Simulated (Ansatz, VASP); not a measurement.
BN in VASP and in Ansatz

INCAR

```
  ALGO = Normal
  EDIFF = 1E-6
  ENCUT = 600
  GGA = PE
  GGA_COMPAT = F
  ISIF = 2
  ISMEAR = 0
  LASPH = T
  LCHARG = F
  LREAL = F
  LWAVE = F
  NBANDS = 16
  NELM = 120
  PREC = Accurate
  SIGMA = 0.01
```

File KPOINTS:

```
k-points
0
Gamma
  12 12 6
```

Contents of POSCAR:

```
BN
1.0
    2.5146880680      0.0000000000      0.0000000000
   -1.2573440340      2.1777837456      0.0000000000
    0.0000000000      0.0000000000      4.1637126174
B N
2 2
Direct
    0.6666666667      0.3333333333      0.0000000000
    0.3333333333      0.6666666667      0.5000000000
    0.6666666667      0.3333333333      0.3750000000
    0.3333333333      0.6666666667      0.8750000000
```

Input for Ansatz:

```yaml
crystal:
  lattice:
    - [2.5146880680392223, 0.0, 0.0]
    - [-1.2573440340196111, 2.177783745551834, 0.0]
    - [0.0, 0.0, 4.163712617388287]
  atoms:
    - { symbol: B, position: [0.6666666666666666, 0.3333333333333333, 0.0] }
    - { symbol: B, position: [0.3333333333333333, 0.6666666666666666, 0.5] }
    - { symbol: "N", position: [0.6666666666666666, 0.3333333333333333, 0.375] }
    - { symbol: "N", position: [0.3333333333333333, 0.6666666666666666, 0.875] }
basis:
  ecutwfc: 500.0
kpoints:
  mp_grid:
    grid: [12, 12, 6]
scf:
  occupations:
    method: fixed
output:
  stress: true
```

Alike in both runs: task single point; functional PBE; k mesh 12 × 12 × 6; no spin polarisation.

```csv
,VASP,Ansatz
version,VASP 6.6.1,Ansatz 0.2.0
potentials or method,"VASP PAW PBE potentials, release 64 (B, N), cutoff 600 eV","plane waves, PAW"
occupations,"gaussian, width 0.01 eV",fixed
valence electrons in the cell,16,16
```

VASP gave:

```
pressure (GPa)                                                : 18.7
traceless stress, the component that is largest in VASP (GPa) : -0.80
```

**Question.** Estimate Ansatz's values.

**Answer.** Pressure (GPa): 18.6; traceless stress, the component that is largest in VASP (GPa): -0.78.
